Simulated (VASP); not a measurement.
# F in VASP: single point with PBEsol

Aim: the single point of F with PBEsol.

All numbers are computed with VASP 6.6.1; they aren't measurements. Logs are shortened: lines on timing, memory, paths and dates and some standing lists are left out, and cuts for length are marked.

**1. The cell of the first run**

The cell holds a slab with vacuum, 2 atoms: a = 4.237 Å, b = 4.237 Å, c = 8.800 Å, α = 90.00°, β = 90.00°, γ = 90.00°.

**2. Single point, PBEsol**

INCAR

```
SYSTEM = F
PREC = Accurate
ENCUT = 520
EDIFF = 1E-6
ISMEAR = -1
SIGMA = 0.05
LREAL = .FALSE.
LASPH = .TRUE.
NELM = 80
ALGO = Normal
ISIF = 2
LWAVE = .FALSE.
LCHARG = .TRUE.
GGA = PS
LELF = .TRUE.
LVHAR = .TRUE.
NBANDS = 14
```

KPOINTS

```
regular mesh
0
G
  4 4 2
  0 0 0
```

POSCAR

```
F
1.0
    4.2374000000      0.0000000000      0.0000000000
    0.0000000000      4.2374000000      0.0000000000
    0.0000000000      0.0000000000      8.8000000000
F
2
Direct
    0.0000000000      0.0000000000      0.0000000000
    0.5000000000      0.5000000000      0.0000000000
```

Potentials or basis: VASP PAW PBE potentials, release 64 (F).

The run is started by

```
$ cat potpaw_PBE.64/F/POTCAR > POTCAR
$ mpirun -np 1 vasp_std > vasp.out
```

OUTCAR:

```text
SYSTEM = F
   PREC = Accurate
   ENCUT = 520
   EDIFF = 1E-6
   ISMEAR = -1
   LREAL = .FALSE.
   LASPH = .TRUE.
   NELM = 80
   ISIF = 2
   GGA = PS

 ion  position               nearest neighbor table
   1  0.000  0.000  0.000-
   2  0.500  0.500  0.000-

  LATTYP: Found a simple tetragonal cell.
 ALAT       =     4.2374000000
 C/A-ratio  =     2.0767451739

  Lattice vectors:

 A1 = (   4.2374000000,   0.0000000000,   0.0000000000)
 A2 = (   0.0000000000,   4.2374000000,   0.0000000000)
 A3 = (   0.0000000000,   0.0000000000,   8.8000000000)

Analysis of symmetry for initial positions (statically):
=====================================================================
 Subroutine PRICEL returns following result:

  LATTYP: Found a simple tetragonal cell.
 ALAT       =     2.9962942746
 C/A-ratio  =     2.9369611906

  Lattice vectors:

 A1 = (   2.1187000000,  -2.1187000000,   0.0000000000)
 A2 = (   2.1187000000,   2.1187000000,   0.0000000000)
 A3 = (   0.0000000000,   0.0000000000,   8.8000000000)

   2 primitive cells build up your supercell.

 Routine SETGRP: Setting up the symmetry group for a
 simple tetragonal supercell.

 Subroutine GETGRP returns: Found 16 space group operations
 (whereof 16 operations were pure point group operations)
 out of a pool of 16 trial point group operations.

The static configuration has the point symmetry D_4h.

Analysis of symmetry for dynamics (positions and initial velocities):
=====================================================================
 Subroutine PRICEL returns following result:

  LATTYP: Found a simple tetragonal cell.
 ALAT       =     2.9962942746
 C/A-ratio  =     2.9369611906

  Lattice vectors:

 A1 = (   2.1187000000,  -2.1187000000,   0.0000000000)
 A2 = (   2.1187000000,   2.1187000000,   0.0000000000)
 A3 = (   0.0000000000,   0.0000000000,   8.8000000000)

   2 primitive cells build up your supercell.

 Routine SETGRP: Setting up the symmetry group for a
 simple tetragonal supercell.

 Subroutine GETGRP returns: Found 16 space group operations
 (whereof 16 operations were pure point group operations)
 out of a pool of 16 trial point group operations.

The dynamic configuration has the point symmetry D_4h.

 Subroutine INISYM returns: Found 16 space group operations
 (whereof 16 operations are pure point group operations),
 and found     2 'primitive' translations

----------------------------------------------------------------------------------------

                                     Primitive cell

  volume of cell :      79.0045

  direct lattice vectors                    reciprocal lattice vectors
     2.118700000 -2.118700000  0.000000000     0.235993770 -0.235993770  0.000000000
     2.118700000  2.118700000  0.000000000     0.235993770  0.235993770  0.000000000
     0.000000000  0.000000000  8.800000000     0.000000000  0.000000000  0.113636364

  length of vectors
     2.996294275  2.996294275  8.800000000     0.333745590  0.333745590  0.113636364

  position of ions in fractional coordinates (direct lattice)
     0.000000000  0.000000000  0.000000000

  ion indices of the primitive-cell ions
   primitive index   ion index
                 1           1

----------------------------------------------------------------------------------------

 KPOINTS: regular mesh

Automatic generation of k-mesh.
 Grid dimensions read from file:
 generate k-points for:    4    4    2

 Generating k-lattice:

  Cartesian coordinates                     Fractional coordinates (reciprocal lattice)
     0.058998442  0.000000000  0.000000000     0.250000000  0.000000000  0.000000000
     0.000000000  0.058998442  0.000000000     0.000000000  0.250000000  0.000000000
     0.000000000  0.000000000  0.056818182     0.000000000  0.000000000  0.500000000

  Length of vectors
     0.058998442  0.058998442  0.056818182

  Shift w.r.t. Gamma in fractional coordinates (k-lattice)
     0.000000000  0.000000000  0.000000000

 Subroutine IBZKPT returns following result:
 ===========================================

 Found     12 irreducible k-points:

 Following reciprocal coordinates:
            Coordinates               Weight
  0.000000  0.000000  0.000000      1.000000
  0.250000  0.000000  0.000000      4.000000
  0.500000  0.000000  0.000000      2.000000
  0.250000  0.250000  0.000000      4.000000
  0.500000  0.250000  0.000000      4.000000
  0.500000  0.500000  0.000000      1.000000
  0.000000  0.000000  0.500000      1.000000
  0.250000  0.000000  0.500000      4.000000
  0.500000  0.000000  0.500000      2.000000
  0.250000  0.250000  0.500000      4.000000
  0.500000  0.250000  0.500000      4.000000
  0.500000  0.500000  0.500000      1.000000
   k-points           NKPTS =     12   k-points in BZ     NKDIM =     12   number of bands    NBANDS=     14
   number of dos      NEDOS =    301   number of ions     NIONS =      2
   total plane-waves  NPLWV =  71680
   dimension x,y,z NGX =    32 NGY =   32 NGZ =   70
   dimension x,y,z NGXF=    64 NGYF=   64 NGZF=  140
   ions per type =               2
   NGX,Y,Z   is equivalent  to a cutoff of  12.55, 12.55, 13.22 a.u.
   NGXF,Y,Z  is equivalent  to a cutoff of  25.11, 25.11, 26.45 a.u.
 SYSTEM =  F
   PREC   = accura    normal or accurate (medium, high low for compatibility)
   ISTART =      0    job   : 0-new  1-cont  2-samecut
   ICHARG =      2    charge: 1-file 2-atom 10-const
   ISPIN  =      1    spin polarized calculation?
   LNONCOLLINEAR =      F non collinear calculations
   LSORBIT =      F    spin-orbit coupling
   LASPH  =      T    aspherical Exc in radial PAW
   ENCUT  =  520.0 eV  38.22 Ry    6.18 a.u.   7.88  7.88 16.36*2*pi/ulx,y,z
   NELM   =     80;   NELMIN=  2; NELMDL= -5     # of ELM steps
   EDIFF  = 0.1E-05   stopping-criterion for ELM
   LREAL  =      F    real-space projection
   EDIFFG = 0.1E-04   stopping-criterion for IOM
   NSW    =      0    number of steps for IOM
   IBRION =     -1    ionic relax: 0-MD 1-quasi-New 2-CG
   NFREE  =      0    steps in history (QN), initial steepest desc. (CG)
   ISIF   =      2    stress and relaxation
   ISYM   =      2    0-nonsym 1-usesym 2-fastsym
   POTIM  = 0.5000    time-step for ionic-motion
   TEBEG  =    0.0;   TEEND  =   0.0 temperature during run
   PSTRESS=    0.0 pullay stress
   NELECT =      14.0000    total number of electrons
   NUPDOWN=      -1.0000    fix difference up-down
   EMIN   =  10.00;   EMAX   =-10.00  energy-range for DOS
   EFERMI =   0.00;   METHOD = LEGACY
   ISMEAR =    -1;   SIGMA  =   0.05  broadening in eV -4-tet -1-fermi 0-gaus
   EFERMI_NEDOS =   21; number of points for ismear=-14 and -15
   IALGO  =     38    algorithm
   IMIX   =      4    mixing-type and parameters
     AMIX     =   0.40;   BMIX     =  1.00
     AMIX_MAG =   1.60;   BMIX_MAG =  1.00
  volume/ion in A,a.u.               =      79.00       533.15
  Fermi-wavevector in a.u.,A,eV,Ry     =   0.729833  1.379185  7.247233  0.532657
  Thomas-Fermi vector in A             =   1.821653
   LORBIT       =      0    0 simple, 1 ext, 2 COOP (PROOUT), +10 PAW based schemes
   GGA     = PS    functional components
   LHFCALC =     F    Hartree Fock is set to
   AEXX    =    0.0000 exact exchange contribution
   IVDW    =     0    specifies the selected vdW correction
   LEPSILON=     F    determine dielectric tensor
   LRPA    =     F    only Hartree local field effects (RPA)
 non-spin polarized calculation
  energy-cutoff  :      520.00
  volume of cell :      158.01
 maximum number of plane-waves:      4280
 NGX is ok and might be reduce to    32
   NGX = 15   NGY = 15   NGZ = 33

 number of electron      13.9999983 magnetization

 Free energy of the ion-electron system (eV)
  ---------------------------------------------------
  ext. energy  EPLUGINS =         0.00000000
  ---------------------------------------------------
  free energy    TOTEN  =        -0.73211002 eV

  energy without entropy =       -0.59066324  energy(sigma->0) =       -0.66138663

 E-fermi : -10.1845     XC(G=0):  -2.5381

 val. band max:      -10.1854950013   @ k =   0.0000   0.0000   0.0000
 cond. band min:     -10.1363510070   @ k =   0.0000   0.0000   0.0000
 fundamental gap:      0.0491439943
 Fermi energy:       -10.1845331753

 k-point     1 :       0.0000    0.0000    0.0000
  band No.  band energies     occupation
      1     -29.2161      2.00000
      2     -29.0156      2.00000
      3     -10.7966      1.99999
      4     -10.7966      1.99999
      5     -10.4653      1.99275
      6     -10.1855      1.00962
      7     -10.1364      0.55230
      8     -10.1364      0.55230
      9      -0.1723      0.00000
     10       1.6084      0.00000
     11       2.3287      0.00000
     12       6.4140      0.00000
     13       7.4137      0.00000
     14       7.6811      0.00000

 k-point     2 :       0.2500    0.0000    0.0000
  band No.  band energies     occupation
      1     -29.1860      2.00000
      2     -29.0443      2.00000
      3     -10.7367      1.99997
      4     -10.7027      1.99994
      5     -10.4206      1.98234
      6     -10.2748      1.71751
      7     -10.2359      1.47266
      8     -10.2226      1.36297
      9       0.3993      0.00000
     10       2.0773      0.00000
     11       2.8960      0.00000
     12       4.4903      0.00000
     13       5.9009      0.00000
     14       6.6815      0.00000

 k-point     3 :       0.5000    0.0000    0.0000
  band No.  band energies     occupation
      1     -29.1146      2.00000
      2     -29.1146      2.00000
      3     -10.5442      1.99850
      4     -10.5442      1.99850
      5     -10.4721      1.99366
      6     -10.4721      1.99366
      7     -10.3177      1.86972
      8     -10.3177      1.86972
      9       2.0190      0.00000
     10       2.0190      0.00000
     11       3.4982      0.00000
     12       3.4982      0.00000
     13       4.4907      0.00000
     14       4.4907      0.00000

 k-point     4 :       0.2500    0.2500    0.0000
  band No.  band energies     occupation
      1     -29.1641      2.00000
      2     -29.0641      2.00000
      3     -10.8913      2.00000
      4     -10.5767      1.99922
      5     -10.4390      1.98775
      6     -10.3873      1.96590
      7     -10.2471      1.55536
      8     -10.0984      0.30305
      9       0.9527      0.00000
     10       2.5461      0.00000
     11       3.4480      0.00000
     12       4.7862      0.00000
     13       5.2748      0.00000
     14       6.1653      0.00000

 k-point     5 :       0.5000    0.2500    0.0000
  band No.  band energies     occupation
      1     -29.1130      2.00000
      2     -29.1130      2.00000
      3     -10.8430      2.00000
      4     -10.8430      2.00000
      5     -10.3128      1.85726
      6     -10.3128      1.85726
      7     -10.1871      1.02577
      8     -10.1871      1.02577
      9       2.5448      0.00000
     10       2.5448      0.00000
     11       3.9634      0.00000
[... 72 lines left out ...]
 k-point    10 :       0.2500    0.2500    0.5000
  band No.  band energies     occupation
      1     -29.1642      2.00000
      2     -29.0639      2.00000
      3     -10.8913      2.00000
      4     -10.5767      1.99922
      5     -10.4390      1.98775
      6     -10.3873      1.96593
      7     -10.2471      1.55534
      8     -10.0984      0.30304
      9       1.2790      0.00000
     10       1.6457      0.00000
     11       4.9619      0.00000
     12       5.1468      0.00000
     13       5.5571      0.00000
     14       5.6125      0.00000

 k-point    11 :       0.5000    0.2500    0.5000
  band No.  band energies     occupation
      1     -29.1130      2.00000
      2     -29.1130      2.00000
      3     -10.8430      2.00000
      4     -10.8430      2.00000
      5     -10.3128      1.85729
      6     -10.3128      1.85729
      7     -10.1871      1.02589
      8     -10.1871      1.02589
      9       2.8775      0.00000
     10       2.8775      0.00000
     11       3.1435      0.00000
     12       3.1435      0.00000
     13       6.4516      0.00000
     14       6.4516      0.00000

 k-point    12 :       0.5000    0.5000    0.5000
  band No.  band energies     occupation
      1     -29.1114      2.00000
      2     -29.1114      2.00000
      3     -10.9838      2.00000
      4     -10.9838      2.00000
      5     -10.3079      1.84370
      6     -10.3079      1.84370
      7     -10.0601      0.15333
      8     -10.0601      0.15333
      9       4.2399      0.00000
     10       4.2399      0.00000
     11       4.5142      0.00000
     12       4.5142      0.00000
     13       4.5854      0.00000
     14       4.5854      0.00000

------------------------ aborting loop because EDIFF is reached ----------------------------------------

  FORCE on cell =-STRESS in cart. coord.  units (eV):
  Direction    XX          YY          ZZ          XY          YZ          ZX
  --------------------------------------------------------------------------------------
  -------------------------------------------------------------------------------------
  Total       -1.6141816     -1.6141816     -0.0988930      0.0000000      0.0000000      0.0000000
  in kB      -16.3674630    -16.3674630     -1.0027547      0.0000000      0.0000000      0.0000000
  external PRESSURE =     -11.2458936 kB  Pullay stress =       0.0000000 kB

 VOLUME and BASIS-vectors are now :
 -----------------------------------------------------------------------------
  energy-cutoff  :      520.00
  volume of cell :      158.01
      direct lattice vectors                 reciprocal lattice vectors
     4.237400000  0.000000000  0.000000000     0.235993770  0.000000000  0.000000000
     0.000000000  4.237400000  0.000000000     0.000000000  0.235993770  0.000000000
     0.000000000  0.000000000  8.800000000     0.000000000  0.000000000  0.113636364

 POSITION                                       TOTAL-FORCE (eV/Angst)
 -----------------------------------------------------------------------------------
      0.00000      0.00000      0.00000        -0.000000     -0.000000      0.000000
      2.11870      2.11870      0.00000         0.000000      0.000000     -0.000000
 -----------------------------------------------------------------------------------
    total drift:                                0.000000     -0.000000     -0.000000

  FREE ENERGIE OF THE ION-ELECTRON SYSTEM (eV)
  ---------------------------------------------------
  free  energy   TOTEN  =        -0.7321100192 eV

  energy  without entropy=       -0.5906632401  energy(sigma->0) =       -0.66138663
```

Wall time 51 s (1 thread of AMD EPYC 7R13, shared host); peak memory 0.21 GiB.

Results:

* Free energy: -0.7321 eV
* Band gap on the k mesh: zero (bands 7 and 8 overlap by 0.26 eV)

Caveat: the k points lie up to 0.37 Å⁻¹ apart; there is no dipole correction, which matters where the two faces differ; the PAW data sets were made with another functional, which shifts forces and pressure a little.

The gap in the log of VASP goes by the Fermi energy; the results here count the filled bands.